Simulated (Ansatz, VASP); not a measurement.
**One calculation of AlPd4, two programs**

```
Al Pd
1.0
     4.48446    0.00000    0.00000
     0.00000    4.48446    0.00000
     0.00000    0.00000    4.48446
Al Pd
1 4
Direct
  0.00000 0.00000 0.00000
  0.71180 0.71180 0.71180
  0.28820 0.28820 0.71180
  0.28820 0.71180 0.28820
  0.71180 0.28820 0.28820
```

Alike in both runs: functional PBE; k mesh 8 × 8 × 8; occupations gaussian, width 0.1 eV; no spin polarisation.

Ansatz relaxed the structure, and its values are those at the end. VASP's run is a single point on that final structure, the one shown.

```csv
,VASP,Ansatz
version,VASP 6.6.1,Ansatz 0.2.0
potentials or method,"VASP PAW PBE potentials, release 64 (Al, Pd), cutoff 520 eV","scalar-relativistic, plane waves, PAW"
valence electrons in the cell,43,75
```

VASP gave:

```
gap on the k mesh at the Fermi level (eV) : none
pressure (GPa)                            : 0.1
rms of the force components (eV/Å)        : 0.022
```

What did Ansatz give for the same quantities?

gap on the k mesh at the Fermi level (eV): none; pressure (GPa): 0.0; rms of the force components (eV/Å): 0.000.

A gap of «none» marks a metal or a gap that the smearing closes. VASP's potentials hold 43 valence electrons a cell and Ansatz's 75, so a difference there can come from the potentials and not from the codes.
